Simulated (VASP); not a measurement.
Input of a VASP 6.6.1 run:

The input INCAR:

```
  PREC = Accurate
  ENCUT = 500
  EDIFF = 1E-6
  ISMEAR = 0
  SIGMA = 0.05
  LREAL = F
  LASPH = T
  NELM = 120
  ALGO = Normal
  ISIF = 2
  LWAVE = F
  LCHARG = F
  GGA = PS
  NBANDS = 16
  GGA_COMPAT = F
```

KPOINTS

```
regular mesh
0
Gamma
  6 6 6
```

POSCAR

```
GaSb
1.0
    0.0000000000      3.0552163256      3.0552163256
    3.0552163256      0.0000000000      3.0552163256
    3.0552163256      3.0552163256      0.0000000000
Ga Sb
1 1
Direct
    0.0000000000      0.0000000000      0.0000000000
    0.2500000000      0.2500000000      0.2500000000
```

Potentials or basis: VASP PAW PBE potentials, release 64 (Ga_d, Sb).

Launch:

```console
$ cat potpaw_PBE.64/Ga_d/POTCAR potpaw_PBE.64/Sb/POTCAR > POTCAR
$ mpirun -np 1 vasp_std > vasp.out
```

Question: Estimate the pressure.

Answer: 0.2 GPa.

Caveat: the PAW data sets were made with another functional, which shifts forces and pressure a little.
